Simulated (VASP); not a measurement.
A run of VASP 6.6.1 is set up as follows.

File INCAR:

```
PREC     = Accurate       # precision mode
ENCUT    = 520            # plane-wave cutoff, eV
EDIFF    = 1E-7           # SCF threshold, eV
ISMEAR   = 0              # smearing method
SIGMA    = 0.1            # smearing width, eV
LREAL    = False          # projectors in reciprocal space
LASPH    = True           # aspherical terms in the spheres
NELM     = 80             # most SCF steps
ALGO     = Fast           # electronic algorithm
ISIF     = 2              # what is computed and relaxed
LWAVE    = False          # write WAVECAR
LCHARG   = False          # write CHGCAR
GGA      = PE             # functional
NBANDS   = 32             # bands
```

File KPOINTS:

```
regular mesh
0
Gamma
  10 10 10
```

POSCAR

```
Y3Rh
1.0
    4.6599281430      0.0000000000      0.0000000000
    0.0000000000      4.6599281430      0.0000000000
    0.0000000000      0.0000000000      4.6599281430
Y Rh
3 1
Direct
    0.0000000000      0.5000000000      0.5000000000
    0.5000000000      0.0000000000      0.5000000000
    0.5000000000      0.5000000000      0.0000000000
    0.0000000000      0.0000000000      0.0000000000
```

Potentials or basis: VASP PAW PBE potentials, release 64 (Y_sv, Rh_pv).

Command:

```bash
$ cat potpaw_PBE.64/Y_sv/POTCAR potpaw_PBE.64/Rh_pv/POTCAR > POTCAR
$ mpirun -np 1 vasp_std > vasp.out
```

**Question.** Predict the pressure.

**Answer.** -0.1 GPa.

**Question.** Predict the band gap on the k mesh.

**Answer.** Zero (band 24 reaches 5.10 eV, above the bottom of band 25 at 4.46 eV).
